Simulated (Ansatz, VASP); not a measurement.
**Two plane-wave programs on Mo**

```
CELL_PARAMETERS angstrom
-1.63384 1.63384 1.63384
1.63384 -1.63384 1.63384
1.63384 1.63384 -1.63384
ATOMIC_POSITIONS crystal
Mo 0.00000 0.00000 0.00000
```

Change from the starting cell: strain +0.040 along x and y, +0.040 along z, atoms carried along.

Alike in both runs: task single point; functional PBE; k mesh 22 × 22 × 22; occupations gaussian, width 0.15 eV; no spin polarisation.

```csv
,VASP,Ansatz
version,VASP 6.6.1,Ansatz 0.2.0
potentials or method,"VASP PAW PBE potentials, release 64 (Mo_sv), cutoff 520 eV","scalar-relativistic, plane waves, PAW"
valence electrons in the cell,14,14
```

Ansatz gave:

| Item | Value |
| --- | --- |
| gap on the k mesh at the Fermi level (eV) | none |
| pressure (GPa) | -20.9 |

Problem. Estimate VASP's values.

Solution. gap on the k mesh at the Fermi level (eV): none; pressure (GPa): -20.5.

A gap of «none» marks a metal or a gap that the smearing closes.
